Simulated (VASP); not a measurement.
**Ba3SrZr4O12 (a cell with a defect): single point with PBEsol**

Ba3SrZr4O12 (a cell with a defect):

```xyz
20
Lattice="8.3620 0.0000 0.0000 0.0000 8.3620 0.0000 0.0000 0.0000 4.1810" Properties=species:S:1:pos:R:3 pbc="T T T"
Ba    0.0240    0.0319    4.0229
Ba    0.0457    4.4098    0.0125
Ba    4.3553    8.2966    0.1635
Sr    4.1675    4.1309    0.0069
Zr    1.8575    2.1209    2.1868
Zr    2.0976    6.3836    2.1765
Zr    6.1992    1.9844    2.1835
Zr    6.2524    6.2704    1.9867
O     2.1229    1.8615    0.0519
O     2.0762    6.2130    4.0388
O     6.2930    2.0380    0.0202
O     6.1708    6.3114    0.0950
O     8.3246    2.0320    2.3207
O     8.3568    6.2616    1.9773
O     4.0630    2.0786    2.0619
O     4.1758    6.2622    2.2307
O     2.2301    8.2841    2.0796
O     2.0864    4.1826    2.1629
O     6.3554    8.2852    2.2139
O     6.1457    4.1859    2.0474
```

```json
{
 "Program": "VASP 6.6.1",
 "Task": "single point",
 "Functional": "PBEsol",
 "Potentials or basis": "VASP PAW PBE potentials, release 64 (Ba_sv, Sr_sv, Zr_sv, O)",
 "Cutoff": "520 eV",
 "k mesh": "2 × 2 × 2, shifted",
 "Occupations": "fermi-dirac, width 0.05 eV",
 "Spin": "no spin polarisation",
 "Dipole correction": "no",
 "Further INCAR settings": "LREAL = Auto; ALGO = Normal; EDIFF = 1e-06; NBANDS = 96"
}
```

```yaml
Pressure: 2.8 GPa
Largest_force: 5.573 eV/Å
Band_gap_on_the_k_mesh: 3.93 eV
```

Forces in eV/Å, atoms in the order of the input:
```
Ba   0.065 -0.584  1.035
Ba  -0.354 -0.604 -0.080
Ba  -1.693  0.575 -0.554
Sr  -0.113 -0.146 -0.014
Zr   5.516 -0.346 -0.721
Zr   0.846 -2.506 -2.764
Zr  -1.218  2.331 -0.775
Zr  -0.682 -1.696  2.521
O   -1.238  1.038  0.019
O   -0.219  0.284  3.645
O   -0.387 -0.317  0.733
O    0.559 -0.274 -2.410
O   -2.084  0.067 -0.646
O   -0.123  0.040  0.464
O    1.796 -0.033  0.410
O    0.438  0.017 -0.579
O   -0.910  2.428 -0.008
O   -0.412 -0.766 -0.348
O   -0.238  1.304 -0.261
O    0.451 -0.813  0.332
```

Stress tensor (GPa, compression positive):
```
 1.87  0.36 -0.28
 0.36  2.77 -0.43
-0.28 -0.43  3.75
```

Levels at points of the mesh, in eV from the valence-band top:
```csv
k point,band 78,band 79,band 80,band 81,band 82,band 83
"(0.25, 0.25, 0.25)",-0.39,-0.25,-0.03,3.94,4.35,4.46
```

Wall time 7.3 min on 1 thread of Intel Xeon 8259CL, on a shared host, peak memory 0.39 GiB.

Caveat: the k points lie up to 0.75 Å⁻¹ apart; the PAW data sets were made with another functional, which shifts forces and pressure a little; spin-orbit coupling is left out, which moves the levels of the heavy elements.
